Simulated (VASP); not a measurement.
A run of VASP 6.6.1:

File INCAR:

```
ALGO = Normal
EDIFF = 1E-6
ENCUT = 520
GGA = PS
ISIF = 2
ISMEAR = -1
LASPH = T
LCHARG = F
LREAL = F
LWAVE = F
NBANDS = 10
NELM = 100
PREC = Accurate
SIGMA = 0.05
```

File KPOINTS:

```
k-points
0
Gamma
  18 18 18
```

Contents of POSCAR:

```
Ir
1.0
    0.0000000000      1.8813060000      1.9197000000
    1.8813060000      0.0000000000      1.9197000000
    1.8813060000      1.8813060000      0.0000000000
Ir
1
Direct
    0.0000000000      0.0000000000      0.0000000000
```

Potentials or basis: VASP PAW PBE potentials, release 64 (Ir).

Command:

```bash
$ cat potpaw_PBE.64/Ir/POTCAR > POTCAR
$ mpirun -np 1 vasp_std > vasp.out
```

Hardware: 1 thread of Intel Xeon 6975P-C, with other jobs on the host.

Estimate the wall time of this run.

It took 57 s on 1 thread of Intel Xeon 6975P-C (shared host), peak memory 0.19 GiB. Counts: scf iterations 12, k points 480.
